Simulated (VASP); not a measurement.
Crystal: CsCl.

```xyz
2
Lattice="4.1407 0.0000 0.0000 0.0000 4.1407 0.0000 0.0000 0.0000 4.1407" Properties=species:S:1:pos:R:3 pbc="T T T"
Cs    0.0000    0.0000    0.0000
Cl    2.0703    2.0703    2.0703
```

Base run:

```yaml
Program: VASP 6.6.1
Functional: PBE
Potentials_or_basis: VASP PAW PBE potentials, release 64 (Cs_sv, Cl)
Cutoff: 500 eV
k_mesh: 4 × 4 × 4
Occupations: gaussian, width 0.01 eV
Spin: no spin polarisation
```

Its results: band gap on the k mesh 5.20 eV, direct; pressure 0.8 GPa.

Task: The run is repeated on the same cell with these changes: functional from PBE to r2SCAN; cutoff from 500 eV to 550 eV. What comes out?

Result: Band gap on the k mesh 5.91 eV, direct; pressure 0.0 GPa.

r2SCAN gives the wider gap, since meta-GGAs in the generalised Kohn-Sham scheme recover part of the derivative discontinuity.

Caveats: spin-orbit coupling is left out, which moves the levels of the heavy elements; the PAW data sets were made with another functional, which shifts forces and pressure a little (some runs).

A k mesh can miss the band edges.
